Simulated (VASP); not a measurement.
A run of VASP 6.6.1 is set up as follows.

Contents of INCAR:

```
SYSTEM = Ca5GeN2
ALGO = Normal
EDIFF = 1E-6
ENCUT = 520
GGA = PE
ISIF = 2
ISMEAR = 0
LASPH = .True.
LCHARG = .False.
LREAL = .False.
LWAVE = .False.
NBANDS = 47
NELM = 60
PREC = Accurate
SIGMA = 0.2
```

KPOINTS

```
k-points
0
Gamma
  4 6 6
  0 0 0
```

Contents of POSCAR:

```
Ca5GeN2
1.0
    0.0000000000      0.0000000000      4.8829272823
   -4.9098737710      0.0000000000      0.0000000000
    2.4549368855     -7.3332258331      0.0000000000
Ca Ge N
5 1 2
Direct
    0.0000000000      0.3298872122      0.6597744245
    0.0000000000      0.6701127878      0.3402255755
    0.5000000000      0.1390997448      0.2781994896
    0.5000000000      0.8609002552      0.7218005104
    0.0000000000      1.0000000000      1.0000000000
    0.5000000000      0.5000000000      0.0000000000
    0.0000000000      0.1649240828      0.3298481657
    0.0000000000      0.8350759172      0.6701518343
```

Potentials or basis: VASP PAW PBE potentials, release 64 (Ca_sv, Ge_d, N).

The run is started by

```bash
$ cat potpaw_PBE.64/Ca_sv/POTCAR potpaw_PBE.64/Ge_d/POTCAR potpaw_PBE.64/N/POTCAR > POTCAR
$ mpirun -np 1 vasp_std > vasp.out
```

What does it give for the largest force?

0.027 eV/Å.

What does it give for the pressure?

0.2 GPa.

Forces in eV/Å, atoms in the order of the input:
```
Ca   0.000  0.003  0.000
Ca   0.000 -0.003  0.000
Ca   0.000 -0.027  0.000
Ca   0.000  0.027  0.000
Ca   0.000  0.000  0.000
Ge   0.000  0.000  0.000
N    0.000  0.020  0.000
N    0.000 -0.020  0.000
```
